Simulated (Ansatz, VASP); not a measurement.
# Two plane-wave programs on RbCl

```
Rb Cl
1.0
     0.00000    3.30573    3.30573
     3.30573    0.00000    3.30573
     3.30573    3.30573    0.00000
Rb Cl
1 1
Cartesian
  0.0000 0.0000 0.0000
  3.3057 3.3057 3.3057
```

Alike in both runs: task single point; functional PBE; k mesh 2 × 2 × 2; no spin polarisation.

|  | VASP | Ansatz |
| --- | --- | --- |
| version | VASP 6.6.1 | Ansatz 0.2.0 |
| potentials or method | VASP PAW PBE potentials, release 64 (Rb_sv, Cl) | plane waves |
| plane-wave cutoff (eV) | 500 | 420 |
| occupations | gaussian, width 0.01 eV | fixed |
| valence electrons in the cell | 16 | 16 |

|  | VASP | Ansatz | Ansatz less VASP |
| --- | --- | --- | --- |
| gap on the k mesh at the Fermi level (eV) | 4.93 | 4.93 | +0.003 |
| pressure (GPa) | 0.8 | 0.8 | 0.00 |

The k mesh is coarse, so the values compare programs but aren't converged.
